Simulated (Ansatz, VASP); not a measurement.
## One calculation of Cu, two programs

The input INCAR:

```
SYSTEM = Cu
PREC = Accurate
ENCUT = 520
EDIFF = 1E-7
ISMEAR = 0
SIGMA = 0.15
LREAL = .FALSE.
LASPH = .TRUE.
NELM = 100
ALGO = Fast
ISIF = 2
LWAVE = .FALSE.
LCHARG = .TRUE.
GGA = PS
LELF = .TRUE.
LVHAR = .TRUE.
NBANDS = 12
```

File KPOINTS:

```
Automatic mesh
0
G
  32 32 32
  0 0 0
```

POSCAR

```
Cu
1.0
    0.0000000000      1.8808674660      1.5987373461
    1.8808674660      0.0000000000      1.5987373461
    1.8808674660      1.8808674660      0.0000000000
Cu
1
Direct
    0.0000000000      0.0000000000      0.0000000000
```

Input for Ansatz:

```yaml
crystal:
  lattice:
    - [0.0, 1.880867466, 1.5987373461]
    - [1.880867466, 0.0, 1.5987373461]
    - [1.880867466, 1.880867466, 0.0]
  atoms:
    - { symbol: Cu, position: [0.0, 0.0, 0.0] }
basis:
  ecutwfc: 420
kpoints:
  mp_grid: { grid: [32, 32, 32] }
hamiltonian:
  xc: pbesol
scf:
  occupations: { method: gaussian, width: 0.15 }
output:
  forces: true
  stress: true
  eigenvalues: true
```

Alike in both runs: task single point; functional PBEsol; k mesh 32 × 32 × 32; occupations gaussian, width 0.15 eV; no spin polarisation.

```csv
,VASP,Ansatz
version,VASP 6.6.1,Ansatz 0.2.0
potentials or method,"VASP PAW PBE potentials, release 64 (Cu), cutoff 520 eV","scalar-relativistic, plane waves, PAW"
valence electrons in the cell,11,19
```

|  | VASP | Ansatz | Ansatz less VASP |
| --- | --- | --- | --- |
| gap on the k mesh at the Fermi level (eV) | none | none | - |
| pressure (GPa) | 1.5 | 0.5 | -0.95 |
| traceless stress, the component that is largest in VASP (GPa) | 2.55 | 2.59 | +0.037 |

VASP's potentials were made for PBE, not for PBEsol. A gap of «none» marks a metal or a gap that the smearing closes. The functional is the same, so the differences come from potentials, cutoffs and numerics. VASP's potentials hold 11 valence electrons a cell and Ansatz's 19, so a difference there can come from the potentials and not from the codes.
